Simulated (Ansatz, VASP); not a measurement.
## AlInAsP3 in VASP and in Ansatz

INCAR

```
SYSTEM = AlInAsP3
ALGO = Normal
EDIFF = 1E-7
EDIFFG = -0.01
ENCUT = 500
GGA = PE
GGA_COMPAT = .FALSE.
IBRION = 2
ISIF = 3
ISMEAR = 0
LASPH = .TRUE.
LCHARG = .FALSE.
LREAL = .FALSE.
LWAVE = .FALSE.
NELM = 120
NELMIN = 4
NSW = 100
PREC = Accurate
SIGMA = 0.1
```

KPOINTS

```
k-points
0
G
  6 6 10
  0 0 0
```

Contents of POSCAR:

```
AlInAsP3
1.0
    6.7097591129      0.0000000000      0.0000000000
   -3.3548795565      5.8108218451      0.0000000000
    0.0000000000      0.0000000000      3.5230173499
Al In P As
1 1 3 1
Direct
    0.0000000000      0.0000000000      0.0000000000
    0.3333333333      0.6666666667      0.0000000000
    0.9820993087      0.4910496543      0.5000000000
    0.5089503457      0.4910496543      0.5000000000
    0.5089503457      0.0179006913      0.5000000000
    0.6666666667      0.3333333333      0.0000000000
```

Input for Ansatz:

```yaml
crystal:
  lattice:
    - [6.7097591129, 0.0, 0.0]
    - [-3.3548795565, 5.8108218451, 0.0]
    - [0.0, 0.0, 3.5230173499]
  atoms:
    - { symbol: Al, position: [0.0, 0.0, 0.0] }
    - { symbol: In, position: [0.3333333333, 0.6666666667, 0.0] }
    - { symbol: P, position: [0.9820993087, 0.4910496543, 0.5] }
    - { symbol: P, position: [0.5089503457, 0.4910496543, 0.5] }
    - { symbol: P, position: [0.5089503457, 0.0179006913, 0.5] }
    - { symbol: As, position: [0.6666666667, 0.3333333333, 0.0] }
basis:
  ecutwfc: 420
kpoints:
  mp_grid: { grid: [6, 6, 10] }
hamiltonian:
  xc: pbe
scf:
  occupations: { method: gaussian, width: 0.1 }
output:
  forces: true
  stress: true
  eigenvalues: true
  write_density: true
  write_potential: true
  elf: true
  volumetric_format: npy
relax:
  adjacent_minimum: "off"
  f_tol: 0.01
  max_steps: 80
  cell: { stress_tol: 0.05 }
```

Change from the starting cell: species swapped into the YSiBRh3 type (P-6m2, No. 187).

Alike in both runs: task relaxation of cell and atoms; functional PBE; k mesh 6 × 6 × 10; occupations gaussian, width 0.1 eV; no spin polarisation.

|  | VASP | Ansatz |
| --- | --- | --- |
| version | VASP 6.6.1 | Ansatz 0.2.0 |
| potentials or method | VASP PAW PBE potentials, release 64 (Al, In_d, P, As), cutoff 500 eV | scalar-relativistic, plane waves, PAW |
| valence electrons in the cell | 36 | 46 |

VASP gave:

| Quantity | Value |
| --- | --- |
| gap on the k mesh at the Fermi level, each at its own relaxed structure (eV) | none |
| relaxed volume (Å³/atom) | 22.36 |
| relaxed length of the cell vector where the two differ most in proportion (Å) | 3.812 |

Which values does Ansatz return?

gap on the k mesh at the Fermi level, each at its own relaxed structure (eV): none; relaxed volume (Å³/atom): 22.36; relaxed length of the cell vector where the two differ most in proportion (Å): 3.822.

A gap of «none» marks a metal or a gap that the smearing closes. VASP's potentials hold 36 valence electrons a cell and Ansatz's 46, so a difference there can come from the potentials and not from the codes.
